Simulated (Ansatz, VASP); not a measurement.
**Pt: VASP beside Ansatz**

```
Pt
1.0
     2.73297    0.00000    0.00000
    -1.36648    2.36682    0.00000
     0.00000    0.00000    4.73162
Pt
2
Direct
  0.66667 0.33333 0.75000
  0.33333 0.66667 0.25000
```

Alike in both runs: functional r2SCAN; dispersion D4; k mesh 12 × 12 × 6; no spin polarisation.

Ansatz relaxed the structure, and its values are those at the end. VASP's run is a single point on that final structure, the one shown.

```csv
,VASP,Ansatz
version,VASP 6.6.1,Ansatz 0.2.0
potentials or method,"VASP PAW PBE potentials, release 64 (Pt)","plane waves, PAW"
plane-wave cutoff (eV),520,500
occupations,"fermi-dirac, width 0.1 eV",fermi-dirac
valence electrons in the cell,20,36
```

VASP gave:

```
pressure (GPa) : 0.7
```

Problem. What did Ansatz give for the same quantities?

Solution. Pressure (GPa): 0.0.

VASP's potentials were made for PBE, not for r2SCAN. VASP's potentials hold 20 valence electrons a cell and Ansatz's 36, so a difference there can come from the potentials and not from the codes.

Neither program's run includes spin-orbit coupling.
